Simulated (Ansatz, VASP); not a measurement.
C in VASP and in Ansatz

```
C
1.0
     0.00000    1.76572    1.76572
     1.76572    0.00000    1.76572
     1.76572    1.76572    0.00000
C
2
Direct
  0.00000 0.00000 0.00000
  0.25000 0.25000 0.25000
```

Alike in both runs: functional LDA; k mesh 12 × 12 × 12; occupations gaussian, width 0.02 eV; no spin polarisation.

Ansatz relaxed the structure, and its values are those at the end. VASP's run is a single point on that final structure, the one shown.

```csv
,VASP,Ansatz
version,VASP 6.6.1,Ansatz 0.2.0
potentials or method,"VASP PAW LDA potentials, release 64 (C), cutoff 600 eV","scalar-relativistic, plane waves, PAW"
valence electrons in the cell,8,8
```

Ansatz gave:

```
gap on the k mesh at the Fermi level (eV) : 4.20
least direct gap on the mesh (eV)         : 5.62
pressure (GPa)                            : 0.0
```

**Question.** What did VASP give for the same quantities?

**Answer.** gap on the k mesh at the Fermi level (eV): 4.20; least direct gap on the mesh (eV): 5.63; pressure (GPa): 0.9.

Ansatz warns that its potentials were made for another functional, while VASP's fit it. LDA's correlation is that of Perdew and Zunger in VASP and of Perdew and Wang (1992) in Ansatz.
